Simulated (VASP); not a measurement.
Set up this calculation in VASP 6.6.1, as the native input.

```
Task                   : single point
Functional             : PBE
Potentials or basis    : VASP PAW PBE potentials, release 64 (Pt)
Cutoff                 : 520 eV
k mesh                 : 20 × 20 × 20
Occupations            : fermi-dirac, width 0.02 eV
Spin                   : no spin polarisation
Dipole correction      : no
Further INCAR settings : ALGO = Normal; EDIFF = 1e-06; NBANDS = 11
```

The structure of Pt lies in POSCAR:

```
Pt
1.0
    0.0000000000      1.8600050000      1.9579000000
    1.8600050000      0.0000000000      1.9579000000
    1.8600050000      1.8600050000      0.0000000000
Pt
1
Direct
    0.0000000000      0.0000000000      0.0000000000
```

This cell differs from its parent crystal: strain -0.0500 x Voigt [1, 1, 0, 0, 0, 0].

One way to write it, as run:

INCAR

```
SYSTEM = Pt
ALGO = Normal
EDIFF = 1E-6
ENCUT = 520
GGA = PE
ISIF = 2
ISMEAR = -1
LASPH = .TRUE.
LCHARG = .TRUE.
LELF = .TRUE.
LREAL = .FALSE.
LVHAR = .TRUE.
LWAVE = .FALSE.
NBANDS = 11
NELM = 80
PREC = Accurate
SIGMA = 0.02
```

KPOINTS

```
k-points
0
G
  20 20 20
  0 0 0
```

Potentials or basis: VASP PAW PBE potentials, release 64 (Pt).

Command:

```bash
$ cat potpaw_PBE.64/Pt/POTCAR > POTCAR
$ mpirun -np 1 vasp_std > vasp.out
```

Results of the run:

| Property | Result |
| --- | --- |
| Pressure | 52.4 GPa |
| Band gap on the k mesh | zero (bands 5 and 6 overlap by 3.02 eV) |

Caveat: the cell differs from its parent crystal (strain -0.0500 x Voigt [1, 1, 0, 0, 0, 0]); the cell stands under pressure; spin-orbit coupling is left out, which moves the levels of the heavy elements.

It took 58 s on 1 thread of Intel(R) Xeon(R) Platinum 8488C (Sapphire Rapids) (shared host), peak memory 0.21 GiB.
